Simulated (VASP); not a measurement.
Wanted: the native input for a VASP 6.6.1 run.

```
Task                   : single point
Functional             : PBE
Potentials or basis    : VASP PAW PBE potentials, release 64 (Si, Ge_d)
Cutoff                 : 520 eV
k mesh                 : 6 × 6 × 4
Occupations            : gaussian, width 0.1 eV
Spin                   : no spin polarisation
Dipole correction      : no
Further INCAR settings : ALGO = Normal; EDIFF = 1e-06; NBANDS = 38
```

The structure of SiGe4 lies in POSCAR:

```
SiGe4
1.0
    3.8834923253      0.0000000000      0.0000000000
   -1.9417461626      3.3632030091      0.0000000000
    0.0000000000      0.0000000000      8.3077253123
Si Ge
1 4
Direct
    0.0000000000      0.0000000000      0.0000000000
    0.3333333333      0.6666666667      0.8157747621
    0.6666666667      0.3333333333      0.1842252379
    0.0000000000      0.0000000000      0.6595542218
    0.0000000000      0.0000000000      0.3404457782
```

These files were run (other wordings do the same):

INCAR

```
SYSTEM = SiGe4
ALGO = Normal ; EDIFF = 1E-6
ENCUT = 520 ; GGA = PE
ISIF = 2 ; ISMEAR = 0
LASPH = .True. ; LCHARG = .False.
LREAL = .False. ; LWAVE = .False.
NBANDS = 38 ; NELM = 100
PREC = Accurate ; SIGMA = 0.1
```

KPOINTS

```
k-points
0
Gamma
  6 6 4
  0 0 0
```

Potentials or basis: VASP PAW PBE potentials, release 64 (Si, Ge_d).

Command:

```sh
$ cat potpaw_PBE.64/Si/POTCAR potpaw_PBE.64/Ge_d/POTCAR > POTCAR
$ mpirun -np 1 vasp_std > vasp.out
```

Results of the run:

```yaml
Pressure: -0.1 GPa
Largest_force: 0.011 eV/Å
Band_gap_on_the_k_mesh: zero (band 30 reaches 6.07 eV, above the bottom of band 31 at 4.28 eV)
```

It took 66 s on 1 thread of AMD EPYC 7R13 Processor (Zen 3), with other jobs on the host, peak memory 0.23 GiB.
